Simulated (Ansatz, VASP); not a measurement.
Be4S: VASP beside Ansatz

INCAR

```
  ALGO = Normal
  EDIFF = 1E-7
  EDIFFG = -0.04
  ENCUT = 600
  GGA = PE
  IBRION = 2
  ISIF = 3
  ISMEAR = 0
  LASPH = T
  LCHARG = F
  LREAL = F
  LWAVE = F
  NELM = 80
  NSW = 90
  PREC = Accurate
  SIGMA = 0.1
```

File KPOINTS:

```
k-points
0
Gamma
  4 4 4
```

POSCAR

```
Be4S
1.0
    4.0094233200      0.0000000000      0.0000000000
    0.0000000000      4.0094233200      0.0000000000
    0.0000000000      0.0000000000      4.0094233200
Be S
4 1
Direct
    0.0000000000      0.5000000000      0.5000000000
    0.5000000000      0.0000000000      0.5000000000
    0.5000000000      0.5000000000      0.0000000000
    0.0000000000      0.0000000000      0.0000000000
    0.5000000000      0.5000000000      0.5000000000
```

Input for Ansatz:

```yaml
crystal:
  lattice:
    - [4.00942332, 0.0, 0.0]
    - [0.0, 4.00942332, 0.0]
    - [0.0, 0.0, 4.00942332]
  atoms:
    - { symbol: Be, position: [0.0, 0.5, 0.5] }
    - { symbol: Be, position: [0.5, 0.0, 0.5] }
    - { symbol: Be, position: [0.5, 0.5, 0.0] }
    - { symbol: Be, position: [0.0, 0.0, 0.0] }
    - { symbol: S, position: [0.5, 0.5, 0.5] }
basis:
  ecutwfc: 420
kpoints:
  mp_grid: { grid: [4, 4, 4] }
hamiltonian:
  xc: pbe
scf:
  occupations: { method: gaussian, width: 0.1 }
  lower_state_search: "off"
output:
  forces: true
  stress: true
  eigenvalues: true
relax:
  adjacent_minimum: "off"
  f_tol: 0.04
  max_steps: 70
  cell: { stress_tol: 0.4 }
```

Alike in both runs: task relaxation of cell and atoms; functional PBE; k mesh 4 × 4 × 4; occupations gaussian, width 0.1 eV; no spin polarisation.

|  | VASP | Ansatz |
| --- | --- | --- |
| version | VASP 6.6.1 | Ansatz 0.2.0 |
| potentials or method | VASP PAW PBE potentials, release 64 (Be, S), cutoff 600 eV | scalar-relativistic, plane waves, PAW |
| valence electrons in the cell | 14 | 14 |

|  | VASP | Ansatz | Ansatz less VASP |
| --- | --- | --- | --- |
| gap on the k mesh at the Fermi level, each at its own relaxed structure (eV) | none | none | - |
| relaxed volume (Å³/atom) | 13.04 | 13.05 | +0.008 |
| relaxed cell length with the largest relative difference (Å) | 4.025 | 4.026 | +0.0008 |

A gap of «none» marks a metal or a gap that the smearing closes.

The k mesh is coarse, so the values compare programs but aren't converged.
